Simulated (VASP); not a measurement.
# C in VASP: a series of runs

C is run at these levels: PBE; tasks: electric field gradients.

All numbers are computed with VASP 6.6.1; they aren't measurements. Logs are shortened: lines on timing, memory, paths and dates and some standing lists are left out, and cuts for length are marked.

### Step 1. The cell of the first run

It takes space group Fd-3m (No. 227, cubic). The conventional cell has a = 3.614 Å, b = 3.614 Å, c = 3.614 Å, α = 90.00°, β = 90.00°, γ = 90.00°. Within 2.1 Å of C (site symmetry -43m) lie 4 C at 1.56 Å.

### Step 2. Electric field gradients, PBE (volume scaled by 1.04)

INCAR reads:

```
SYSTEM = C
ALGO = Normal ; EDIFF = 1E-8
ENCUT = 520 ; GGA = PE
ISIF = 2 ; ISMEAR = -1
LASPH = .True. ; LCHARG = .False.
LEFG = .True. ; LREAL = .False.
LWAVE = .False. ; NBANDS = 11
NELM = 60 ; PREC = Accurate
SIGMA = 0.08
```

KPOINTS reads:

```
k-points
0
Gamma
  20 20 20
  0 0 0
```

POSCAR reads:

```
C
1.0
    0.0000000000      1.8068684808      1.8068684808
    1.8068684808      0.0000000000      1.8068684808
    1.8068684808      1.8068684808      0.0000000000
C
2
Direct
    0.5000000000      0.5000000000      0.5000000000
    0.7500000000      0.7500000000      0.7500000000
```

Potentials or basis: VASP PAW PBE potentials, release 64 (C).

Started as:

```sh
$ cat potpaw_PBE.64/C/POTCAR > POTCAR
$ mpirun -np 1 vasp_std > vasp.out
```

OUTCAR:

```text
SYSTEM = C
   EDIFF = 1E-8
   ENCUT = 520
   GGA = PE
   ISIF = 2
   ISMEAR = -1
   LASPH = .True.
   LREAL = .False.
   NELM = 60
   PREC = Accurate

 ion  position               nearest neighbor table
   1  0.500  0.500  0.500-   2 1.56   2 1.56   2 1.56   2 1.56
   2  0.750  0.750  0.750-   1 1.56   1 1.56   1 1.56   1 1.56

  LATTYP: Found a face centered cubic cell.
 ALAT       =     3.6137369616

  Lattice vectors:

 A1 = (   0.0000000000,   1.8068684808,   1.8068684808)
 A2 = (   1.8068684808,   0.0000000000,   1.8068684808)
 A3 = (   1.8068684808,   1.8068684808,   0.0000000000)

Analysis of symmetry for initial positions (statically):
=====================================================================
 Subroutine PRICEL returns:
 Original cell was already a primitive cell.

 Routine SETGRP: Setting up the symmetry group for a
 face centered cubic supercell.

 Subroutine GETGRP returns: Found 48 space group operations
 (whereof 24 operations were pure point group operations)
 out of a pool of 48 trial point group operations.

The static configuration has the point symmetry T_d .
 The point group associated with its full space group is O_h .

Analysis of symmetry for dynamics (positions and initial velocities):
=====================================================================
 Subroutine PRICEL returns:
 Original cell was already a primitive cell.

 Routine SETGRP: Setting up the symmetry group for a
 face centered cubic supercell.

 Subroutine GETGRP returns: Found 48 space group operations
 (whereof 24 operations were pure point group operations)
 out of a pool of 48 trial point group operations.

The dynamic configuration has the point symmetry T_d .
 The point group associated with its full space group is O_h .

 Subroutine INISYM returns: Found 48 space group operations
 (whereof 24 operations are pure point group operations),
 and found     1 'primitive' translations

----------------------------------------------------------------------------------------

                                     Primitive cell

  volume of cell :      11.7980

  direct lattice vectors                    reciprocal lattice vectors
     0.000000000  1.806868481  1.806868481    -0.276721856  0.276721856  0.276721856
     1.806868481  0.000000000  1.806868481     0.276721856 -0.276721856  0.276721856
     1.806868481  1.806868481  0.000000000     0.276721856  0.276721856 -0.276721856

  length of vectors
     2.555297911  2.555297911  2.555297911     0.479296315  0.479296315  0.479296315

  position of ions in fractional coordinates (direct lattice)
     0.500000000  0.500000000  0.500000000
     0.750000000  0.750000000  0.750000000

  ion indices of the primitive-cell ions
   primitive index   ion index
                 1           1
                 2           2

----------------------------------------------------------------------------------------

 KPOINTS: k-points

Automatic generation of k-mesh.
 Grid dimensions read from file:
 generate k-points for:   20   20   20

 Generating k-lattice:

  Cartesian coordinates                     Fractional coordinates (reciprocal lattice)
    -0.013836093  0.013836093  0.013836093     0.050000000  0.000000000  0.000000000
     0.013836093 -0.013836093  0.013836093     0.000000000  0.050000000  0.000000000
     0.013836093  0.013836093 -0.013836093     0.000000000  0.000000000  0.050000000

  Length of vectors
     0.023964816  0.023964816  0.023964816

  Shift w.r.t. Gamma in fractional coordinates (k-lattice)
     0.000000000  0.000000000  0.000000000

 Subroutine IBZKPT returns following result:
 ===========================================

 Found    256 irreducible k-points:

 Following reciprocal coordinates:
            Coordinates               Weight
  0.000000  0.000000  0.000000      1.000000
  0.050000  0.000000  0.000000      8.000000
  0.100000  0.000000  0.000000      8.000000
  0.150000  0.000000  0.000000      8.000000
  0.200000  0.000000  0.000000      8.000000
  0.250000  0.000000  0.000000      8.000000
[... 16 lines left out ...]
 -0.400000  0.050000  0.000000     24.000000
 -0.350000  0.050000  0.000000     24.000000
 [... further k-points ...]
   k-points           NKPTS =    256   k-points in BZ     NKDIM =    256   number of bands    NBANDS=     11
   number of dos      NEDOS =    301   number of ions     NIONS =      2
   total plane-waves  NPLWV =   8000
   dimension x,y,z NGX =    20 NGY =   20 NGZ =   20
   dimension x,y,z NGXF=    40 NGYF=   40 NGZF=   40
   ions per type =               2
   NGX,Y,Z   is equivalent  to a cutoff of  13.01, 13.01, 13.01 a.u.
   NGXF,Y,Z  is equivalent  to a cutoff of  26.02, 26.02, 26.02 a.u.
 SYSTEM =  C
   PREC   = accura    normal or accurate (medium, high low for compatibility)
   ISTART =      0    job   : 0-new  1-cont  2-samecut
   ICHARG =      2    charge: 1-file 2-atom 10-const
   ISPIN  =      1    spin polarized calculation?
   LNONCOLLINEAR =      F non collinear calculations
   LSORBIT =      F    spin-orbit coupling
   LASPH  =      T    aspherical Exc in radial PAW
   ENCUT  =  520.0 eV  38.22 Ry    6.18 a.u.   4.75  4.75  4.75*2*pi/ulx,y,z
   NELM   =     60;   NELMIN=  2; NELMDL= -5     # of ELM steps
   EDIFF  = 0.1E-07   stopping-criterion for ELM
   LREAL  =      F    real-space projection
   EDIFFG = 0.1E-06   stopping-criterion for IOM
   NSW    =      0    number of steps for IOM
   IBRION =     -1    ionic relax: 0-MD 1-quasi-New 2-CG
   NFREE  =      0    steps in history (QN), initial steepest desc. (CG)
   ISIF   =      2    stress and relaxation
   ISYM   =      2    0-nonsym 1-usesym 2-fastsym
   POTIM  = 0.5000    time-step for ionic-motion
   TEBEG  =    0.0;   TEEND  =   0.0 temperature during run
   PSTRESS=    0.0 pullay stress
   NELECT =       8.0000    total number of electrons
   NUPDOWN=      -1.0000    fix difference up-down
   EMIN   =  10.00;   EMAX   =-10.00  energy-range for DOS
   EFERMI =   0.00;   METHOD = LEGACY
   ISMEAR =    -1;   SIGMA  =   0.08  broadening in eV -4-tet -1-fermi 0-gaus
   EFERMI_NEDOS =   21; number of points for ismear=-14 and -15
   IALGO  =     38    algorithm
   IMIX   =      4    mixing-type and parameters
     AMIX     =   0.40;   BMIX     =  1.00
     AMIX_MAG =   1.60;   BMIX_MAG =  1.00
  volume/ion in A,a.u.               =       5.90        39.81
  Fermi-wavevector in a.u.,A,eV,Ry     =   1.438252  2.717902 28.144583  2.068568
  Thomas-Fermi vector in A             =   2.557239
   LORBIT       =      0    0 simple, 1 ext, 2 COOP (PROOUT), +10 PAW based schemes
   GGA     = PE    functional components
[... 5 lines left out ...]
 non-spin polarized calculation
  energy-cutoff  :      520.00
  volume of cell :       11.80
 maximum number of plane-waves:       332
   NGX =  9   NGY =  9   NGZ =  9

 number of electron       8.0000000 magnetization

 Free energy of the ion-electron system (eV)
  ---------------------------------------------------
  ext. energy  EPLUGINS =         0.00000000
  ---------------------------------------------------
  free energy    TOTEN  =       -18.16918227 eV

  energy without entropy =      -18.16918227  energy(sigma->0) =      -18.16918227

 E-fermi :  10.5977     XC(G=0): -13.0546

 val. band max:        9.1699751324   @ k =   0.0000   0.0000   0.0000
 cond. band min:      13.2162835951   @ k =   0.3500   0.3500   0.0000
 fundamental gap:      4.0463084627
 Fermi energy:        10.5977152779

 k-point     1 :       0.0000    0.0000    0.0000
  band No.  band energies     occupation
      1     -11.7865      2.00000
      2       9.1700      2.00000
      3       9.1700      2.00000
      4       9.1700      2.00000
      5      14.6521      0.00000
      6      14.6521      0.00000
      7      14.6521      0.00000
      8      21.6137      0.00000
      9      27.9703      0.00000
     10      35.2785      0.00000
     11      35.2785      0.00000

 k-point     2 :       0.0500    0.0000    0.0000
  band No.  band energies     occupation
      1     -11.7191      2.00000
      2       8.7010      2.00000
      3       9.0518      2.00000
      4       9.0518      2.00000
      5      14.8064      0.00000
      6      14.8064      0.00000
      7      14.9324      0.00000
      8      21.6831      0.00000
      9      28.0897      0.00000
     10      34.0993      0.00000
     11      34.0993      0.00000
[... 295 lines left out ...]
 k-point    24 :      -0.3500    0.0500    0.0000
  band No.  band energies     occupation
      1      -8.2125      2.00000
      2      -0.9108      2.00000
      3       6.2652      2.00000
      4       6.9061      2.00000
      5      17.2767      0.00000
      6      17.4927      0.00000
      7      17.6523      0.00000
      8      24.0142      0.00000
      9      29.7124      0.00000
     10      31.6653      0.00000
     11      32.9515      0.00000

 [... further k-points ...]
[... 5 lines left out ...]
  --------------------------------------------------------------------------------------
  -------------------------------------------------------------------------------------
  Total       -1.0118614     -1.0118614     -1.0118614     -0.0000000     -0.0000000      0.0000000
  in kB     -137.4111549   -137.4111549   -137.4111549     -0.0000000     -0.0000000      0.0000000
  external PRESSURE =    -137.4111549 kB  Pullay stress =       0.0000000 kB

 VOLUME and BASIS-vectors are now :
 -----------------------------------------------------------------------------
  energy-cutoff  :      520.00
  volume of cell :       11.80
      direct lattice vectors                 reciprocal lattice vectors
     0.000000000  1.806868481  1.806868481    -0.276721856  0.276721856  0.276721856
     1.806868481  0.000000000  1.806868481     0.276721856 -0.276721856  0.276721856
     1.806868481  1.806868481  0.000000000     0.276721856  0.276721856 -0.276721856

 POSITION                                       TOTAL-FORCE (eV/Angst)
 -----------------------------------------------------------------------------------
      1.80687      1.80687      1.80687         0.000000     -0.000000      0.000000
      2.71030      2.71030      2.71030        -0.000000      0.000000     -0.000000
 -----------------------------------------------------------------------------------
    total drift:                                0.000000     -0.000000      0.000000

  FREE ENERGIE OF THE ION-ELECTRON SYSTEM (eV)
  ---------------------------------------------------
  free  energy   TOTEN  =       -18.1691822739 eV

  energy  without entropy=      -18.1691822738  energy(sigma->0) =      -18.16918227

 Electric field gradients (V/A^2)
---------------------------------------------------------------------
 ion       V_xx      V_yy      V_zz      V_xy      V_xz      V_yz
---------------------------------------------------------------------
   1      -0.000     0.000     0.000     0.000     0.000     0.000
   2      -0.000     0.000     0.000     0.000     0.000     0.000
---------------------------------------------------------------------

 Electric field gradients after diagonalization (V/A^2)
 (convention: |V_zz| > |V_xx| > |V_yy|)
----------------------------------------------------------------------
 ion       V_xx      V_yy      V_zz     asymmetry (V_yy - V_xx)/ V_zz
----------------------------------------------------------------------
   1      -0.000    -0.000     0.000       0.000
   2      -0.000    -0.000     0.000       0.000
----------------------------------------------------------------------

           NMR quadrupolar parameters

 Cq : quadrupolar parameter    Cq=e*Q*V_zz/h
 eta: asymmetry parameters     (V_yy - V_xx)/ V_zz
 Q  : nuclear electric quadrupole moment in mb (millibarn)
----------------------------------------------------------------------
 ion       Cq(MHz)       eta       Q (mb)
----------------------------------------------------------------------
   1       0.000       0.000       1.000
   2       0.000       0.000       1.000
----------------------------------------------------------------------
```

It took 25 s on 1 thread of Intel Xeon 6975P-C, shared host; peak memory 0.14 GiB.

Results:

```
Free energy            : -18.1692 eV
Pressure               : -13.7 GPa
Band gap on the k mesh : 4.05 eV, indirect (least direct gap 5.48 eV)
```

Levels at points of the mesh, in eV from the valence-band top:
| k point | band 1 | band 2 | band 3 | band 4 | band 5 | band 6 | band 7 | band 8 | band 9 |
| --- | --- | --- | --- | --- | --- | --- | --- | --- | --- |
| (0.00, 0.00, 0.00) | -20.96 | 0.00 | 0.00 | 0.00 | 5.48 | 5.48 | 5.48 | 12.44 | 18.80 |
| (0.50, 0.00, 0.00) | -15.40 | -12.95 | -2.70 | -2.70 | 8.29 | 8.29 | 8.32 | 15.33 | 21.34 |
| (0.50, 0.50, 0.00) | -12.49 | -12.49 | -6.06 | -6.06 | 4.68 | 4.68 | 16.22 | 16.22 | 22.52 |

Caveat: without QUAD_EFG the Cq values of the log hold for a quadrupole moment of 1 mb, not for the nuclei. A k mesh can miss the band edges.

### Step 3. Electric field gradients, PBE (volume scaled by 1.04)

INCAR reads:

```
PREC     = Accurate       # precision mode
ENCUT    = 520            # plane-wave cutoff, eV
EDIFF    = 1E-8           # SCF threshold, eV
ISMEAR   = -1             # smearing method
SIGMA    = 0.08           # smearing width, eV
LREAL    = False          # projectors in reciprocal space
LASPH    = True           # aspherical terms in the spheres
NELM     = 80             # most SCF steps
ALGO     = Normal         # electronic algorithm
ISIF     = 2              # what is computed and relaxed
LWAVE    = False          # write WAVECAR
LCHARG   = False          # write CHGCAR
GGA      = PE             # functional
LEFG     = True         
NBANDS   = 11             # bands
```

KPOINTS reads:

```
regular mesh
0
Gamma
  20 20 20
```

POSCAR is that of step 2.

Potentials or basis: VASP PAW PBE potentials, release 64 (C).

Started as:

```sh
$ cat potpaw_PBE.64/C/POTCAR > POTCAR
$ mpirun -np 1 vasp_std > vasp.out
```

OUTCAR:

```text
PREC = Accurate
   ENCUT = 520
   EDIFF = 1E-8
   ISMEAR = -1
   LREAL = False
   LASPH = True
   NELM = 80
   ISIF = 2
   GGA = PE

 ion  position               nearest neighbor table
   1  0.500  0.500  0.500-   2 1.56   2 1.56   2 1.56   2 1.56
   2  0.750  0.750  0.750-   1 1.56   1 1.56   1 1.56   1 1.56

  LATTYP: Found a face centered cubic cell.
 ALAT       =     3.6137369616

  Lattice vectors:

 A1 = (   0.0000000000,   1.8068684808,   1.8068684808)
 A2 = (   1.8068684808,   0.0000000000,   1.8068684808)
[... 548 lines left out ...]
  FREE ENERGIE OF THE ION-ELECTRON SYSTEM (eV)
  ---------------------------------------------------
  free  energy   TOTEN  =       -18.1691822739 eV

  energy  without entropy=      -18.1691822738  energy(sigma->0) =      -18.16918227

 Electric field gradients (V/A^2)
---------------------------------------------------------------------
 ion       V_xx      V_yy      V_zz      V_xy      V_xz      V_yz
---------------------------------------------------------------------
   1      -0.000     0.000     0.000     0.000     0.000     0.000
   2      -0.000     0.000     0.000     0.000     0.000     0.000
---------------------------------------------------------------------

 Electric field gradients after diagonalization (V/A^2)
 (convention: |V_zz| > |V_xx| > |V_yy|)
----------------------------------------------------------------------
 ion       V_xx      V_yy      V_zz     asymmetry (V_yy - V_xx)/ V_zz
----------------------------------------------------------------------
   1      -0.000    -0.000     0.000       0.000
   2      -0.000    -0.000     0.000       0.000
----------------------------------------------------------------------

           NMR quadrupolar parameters

 Cq : quadrupolar parameter    Cq=e*Q*V_zz/h
 eta: asymmetry parameters     (V_yy - V_xx)/ V_zz
 Q  : nuclear electric quadrupole moment in mb (millibarn)
----------------------------------------------------------------------
 ion       Cq(MHz)       eta       Q (mb)
----------------------------------------------------------------------
   1       0.000       0.000       1.000
   2       0.000       0.000       1.000
----------------------------------------------------------------------
```

Wall time 29 s (1 thread of Intel Xeon 6975P-C, shared host); peak memory 0.14 GiB.

What came out:

```
Free energy            : -18.1692 eV
Pressure               : -13.7 GPa
Band gap on the k mesh : 4.05 eV, indirect (least direct gap 5.48 eV)
```

Levels at points of the mesh, in eV from the valence-band top:
| k point | band 2 | band 3 | band 4 | band 5 | band 6 | band 7 |
| --- | --- | --- | --- | --- | --- | --- |
| (0.00, 0.00, 0.00) | 0.00 | 0.00 | 0.00 | 5.48 | 5.48 | 5.48 |
| (0.50, 0.00, 0.00) | -12.95 | -2.70 | -2.70 | 8.29 | 8.29 | 8.32 |
| (0.50, 0.50, 0.00) | -12.49 | -6.06 | -6.06 | 4.68 | 4.68 | 16.22 |

Caveat: without QUAD_EFG the Cq values of the log hold for a quadrupole moment of 1 mb, not for the nuclei. A k mesh can miss the band edges.

(Continued in part 2 of 3.)
